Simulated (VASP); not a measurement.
Wanted: the native input for a VASP 6.6.1 run.

```
Task                   : single point
Functional             : PBE
Potentials or basis    : VASP PAW PBE potentials, release 64 (Sr_sv, O)
Cutoff                 : 600 eV
k mesh                 : 6 × 6 × 6
Occupations            : gaussian, width 0.01 eV
Spin                   : no spin polarisation
Dipole correction      : no
Further INCAR settings : ALGO = Normal; EDIFF = 1e-06; NBANDS = 15
```

The structure of SrO lies in POSCAR:

```
SrO
1.0
    0.0000000000      2.6083779705      2.6083779705
    2.6083779705      0.0000000000      2.6083779705
    2.6083779705      2.6083779705      0.0000000000
Sr O
1 1
Direct
    0.5000000000      0.5000000000      0.5000000000
    0.0000000000      0.0000000000      0.0000000000
```

These files were run (other wordings do the same):

INCAR

```
PREC     = Accurate       # precision mode
ENCUT    = 600            # plane-wave cutoff, eV
EDIFF    = 1E-6           # SCF threshold, eV
ISMEAR   = 0              # smearing method
SIGMA    = 0.01           # smearing width, eV
LREAL    = F              # projectors in reciprocal space
LASPH    = T              # aspherical terms in the spheres
NELM     = 120            # most SCF steps
ALGO     = Normal         # electronic algorithm
ISIF     = 2              # what is computed and relaxed
LWAVE    = F              # write WAVECAR
LCHARG   = F              # write CHGCAR
GGA      = PE             # functional
NBANDS   = 15             # bands
GGA_COMPAT= F
```

KPOINTS

```
Automatic mesh
0
Gamma
  6 6 6
```

Potentials or basis: VASP PAW PBE potentials, release 64 (Sr_sv, O).

Launch:

```bash
$ cat potpaw_PBE.64/Sr_sv/POTCAR potpaw_PBE.64/O/POTCAR > POTCAR
$ mpirun -np 1 vasp_std > vasp.out
```

Results of the run:

The pressure is -0.6 GPa and the band gap on the k mesh is 3.29 eV, indirect (least direct gap 3.40 eV).

It took 38 s on 1 thread of Intel Xeon 8259CL, with other jobs on the host, peak memory 0.17 GiB.
